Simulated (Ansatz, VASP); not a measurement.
**Gd in VASP and in Ansatz**

```
Gd
1.0
     0.00000    2.55087    2.55087
     2.55087    0.00000    2.55087
     2.55087    2.55087    0.00000
Gd
1
Direct
  0.00000 0.00000 0.00000
```

Alike in both runs: task single point; functional LDA; k mesh 10 × 10 × 10; occupations fermi-dirac, width 0.05 eV; collinear spin.

|  | VASP | Ansatz |
| --- | --- | --- |
| version | VASP 6.6.1 | Ansatz 0.2.0 |
| potentials or method | VASP PAW PBE potentials, release 64 (Gd), cutoff 520 eV | all-electron (LAPW or listed datasets) |

|  | VASP | Ansatz | Ansatz less VASP |
| --- | --- | --- | --- |
| net moment per atom (μB) | 7.21 | 7.30 | +0.090 |
| size of the moment on the site where the two differ most (μB) | 6.83 | 7.22 | +0.388 |

VASP's potentials were made for PBE, not for LDA. LDA's correlation is that of Perdew and Zunger in VASP and of Perdew and Wang (1992) in Ansatz. Site moments also hang on the region over which each program counts them. Ansatz ran all-electron here, and VASP with PAW potentials.

Spin-orbit coupling is off throughout.
